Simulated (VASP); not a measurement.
Wanted: the native input for a VASP 6.6.1 run.

| Property | Result |
| --- | --- |
| Task | single point |
| Functional | PBE |
| Potentials or basis | VASP PAW PBE potentials, release 64 (Si, N) |
| Cutoff | 520 eV |
| k mesh | 9 × 9 × 1 |
| Occupations | gaussian, width 0.05 eV |
| Spin | collinear spin, ferromagnetic start |
| Starting moments | [0.0, 0.0, 0.0, 0.0, 0.0, 0.0, 3.0] μB |
| Dipole correction | yes |
| Further INCAR settings | ALGO = Normal; EDIFF = 1e-06; NBANDS = 28 |

The structure of Si6N lies in POSCAR:

```
Si6N
1.0
    3.8512806261      0.0000000000      0.0000000000
   -1.9256403131      3.3353068593      0.0000000000
    0.0000000000      0.0000000000     22.5327139716
Si N
6 1
Direct
    0.6666666667      0.3333333333      0.1775196723
    0.3333333333      0.6666666667      0.2130730340
    0.3333333333      0.6666666667      0.3187592658
    0.6666666667      0.3333333333      0.3526875901
    0.6666666667      0.3333333333      0.4598337302
    0.3333333333      0.6666666667      0.4896309422
    0.3333333333      0.8333333333      0.5616854838
```

The input as run:

INCAR

```
PREC     = Accurate       # precision mode
ENCUT    = 520            # plane-wave cutoff, eV
EDIFF    = 1E-6           # SCF threshold, eV
ISMEAR   = 0              # smearing method
SIGMA    = 0.05           # smearing width, eV
LREAL    = False          # projectors in reciprocal space
LASPH    = True           # aspherical terms in the spheres
NELM     = 150            # most SCF steps
ALGO     = Normal         # electronic algorithm
ISIF     = 2              # what is computed and relaxed
LWAVE    = False          # write WAVECAR
LCHARG   = False          # write CHGCAR
ISPIN    = 2              # spin polarisation
MAGMOM   = 0 0 0 0 0 0 3  # initial moments
LORBIT   = 11             # projections on sites
LDIPOL   = True         
IDIPOL   = 3            
DIPOL    = 0.5 0.5 0.368
GGA      = PE             # functional
NBANDS   = 28             # bands
```

KPOINTS

```
regular mesh
0
Gamma
  9 9 1
```

Potentials or basis: VASP PAW PBE potentials, release 64 (Si, N).

Command:

```console
$ cat potpaw_PBE.64/Si/POTCAR potpaw_PBE.64/N/POTCAR > POTCAR
$ mpirun -np 1 vasp_std > vasp.out
```

Results of the run:

The largest force is 0.744 eV/Å and the band gap on the k mesh is zero (filled and empty bands overlap). The net moment is 0.98 μB per cell and the site moments are Si -0.22, -0.01, -0.04, +0.01, +0.08, -0.03; N +1.03 μB. The valence electrons inside the program's atomic spheres are Si 1.64, 1.67, 1.68, 1.70, 1.73; N 3.47.

It took 30 min on 1 thread of Intel(R) Xeon(R) Platinum 8488C (Sapphire Rapids) (shared host), peak memory 0.8 GiB.
